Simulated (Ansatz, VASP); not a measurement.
# ZnS in VASP and in Ansatz

The input INCAR:

```
SYSTEM = ZnS
PREC     = Accurate       ! precision mode
ENCUT    = 520            ! plane-wave cutoff, eV
EDIFF    = 1E-7           ! SCF threshold, eV
ISMEAR   = 0              ! smearing method
SIGMA    = 0.05           ! smearing width, eV
LREAL    = .False.        ! projectors in reciprocal space
LASPH    = .True.         ! aspherical terms in the spheres
NELM     = 100            ! most SCF steps
ALGO     = Normal         ! electronic algorithm
ISIF     = 2              ! what is computed and relaxed
LWAVE    = .False.        ! write WAVECAR
LCHARG   = .False.        ! write CHGCAR
GGA      = PE             ! functional
NBANDS   = 26             ! bands
```

File KPOINTS:

```
Automatic mesh
0
Gamma
  12 12 6
  0 0 0
```

File POSCAR:

```
ZnS
1.0
    4.1052739893      0.0000000000      0.0000000000
   -2.0526369947      3.5552715643      0.0000000000
    0.0000000000      0.0000000000      5.3722983431
Zn S
2 2
Direct
    0.3333333333      0.6666666667      0.0000000000
    0.6666666667      0.3333333333      0.5000000000
    0.3333333333      0.6666666667      0.3850000000
    0.6666666667      0.3333333333      0.8850000000
```

Input for Ansatz:

```yaml
crystal:
  lattice:
    - [4.1052739893, 0.0, 0.0]
    - [-2.0526369947, 3.5552715643, 0.0]
    - [0.0, 0.0, 5.3722983431]
  atoms:
    - { symbol: Zn, position: [0.3333333333, 0.6666666667, 0.0] }
    - { symbol: Zn, position: [0.6666666667, 0.3333333333, 0.5] }
    - { symbol: S, position: [0.3333333333, 0.6666666667, 0.385] }
    - { symbol: S, position: [0.6666666667, 0.3333333333, 0.885] }
basis:
  ecutwfc: 420
kpoints:
  mp_grid: { grid: [12, 12, 6] }
hamiltonian:
  xc: pbe
scf:
  occupations: { method: gaussian, width: 0.05 }
output:
  forces: true
  stress: true
  eigenvalues: true
```

Alike in both runs: task single point; functional PBE; k mesh 12 × 12 × 6; occupations gaussian, width 0.05 eV; no spin polarisation.

|  | VASP | Ansatz |
| --- | --- | --- |
| version | VASP 6.6.1 | Ansatz 0.2.0 |
| potentials or method | VASP PAW PBE potentials, release 64 (Zn, S), cutoff 520 eV | scalar-relativistic, plane waves, PAW |
| valence electrons in the cell | 36 | 36 |

|  | VASP | Ansatz | Ansatz less VASP |
| --- | --- | --- | --- |
| gap on the k mesh at the Fermi level (eV) | 1.52 | 1.53 | +0.012 |
| least direct gap on the mesh (eV) | 1.52 | 1.53 | +0.012 |
| pressure (GPa) | 7.9 | 7.7 | -0.14 |
| traceless stress, the component that is largest in VASP (GPa) | 24.24 | 24.17 | -0.068 |
| rms of the force components (eV/Å) | 1.454 | 1.447 | -0.0070 |

Atom by atom the forces differ by 0.007 eV/Å (rms over components).
